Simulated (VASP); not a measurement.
Set up this calculation in VASP 6.6.1, as the native input.

```
Task                   : single point
Functional             : RPBE
Potentials or basis    : VASP PAW PBE potentials, release 64 (In_d, P)
Cutoff                 : 520 eV
k mesh                 : 8 × 8 × 8
Occupations            : fermi-dirac, width 0.05 eV
Spin                   : no spin polarisation
Dipole correction      : no
Further INCAR settings : ALGO = Normal; EDIFF = 1e-07; NBANDS = 16
```

The structure of InP lies in POSCAR:

```
InP
1.0
    0.0000000000      3.0095575919      3.0095575919
    3.0095575919      0.0000000000      3.0095575919
    3.0095575919      3.0095575919      0.0000000000
In P
1 1
Direct
    0.0000000000      0.0000000000      0.0000000000
    0.7500000000      0.7500000000      0.7500000000
```

The input as run:

INCAR

```
ALGO     = Normal         # electronic algorithm
EDIFF    = 1E-7           # SCF threshold, eV
ENCUT    = 520            # plane-wave cutoff, eV
GGA      = RP             # functional
ISIF     = 2              # what is computed and relaxed
ISMEAR   = -1             # smearing method
LASPH    = True           # aspherical terms in the spheres
LCHARG   = False          # write CHGCAR
LREAL    = False          # projectors in reciprocal space
LWAVE    = False          # write WAVECAR
NBANDS   = 16             # bands
NELM     = 80             # most SCF steps
PREC     = Accurate       # precision mode
SIGMA    = 0.05           # smearing width, eV
```

KPOINTS

```
k-points
0
Gamma
  8 8 8
```

Potentials or basis: VASP PAW PBE potentials, release 64 (In_d, P).

Launch:

```console
$ cat potpaw_PBE.64/In_d/POTCAR potpaw_PBE.64/P/POTCAR > POTCAR
$ mpirun -np 1 vasp_std > vasp.out
```

It gave:

```
Pressure               : -0.1 GPa
Band gap on the k mesh : 0.41 eV, direct
```

Caveat: the PAW data sets were made with another functional, which shifts forces and pressure a little; spin-orbit coupling is left out, which moves the levels of the heavy elements.

Wall time 9.6 s on 1 thread of Intel(R) Xeon(R) 6975P-C (Granite Rapids), with other jobs on the host, peak memory 0.18 GiB.
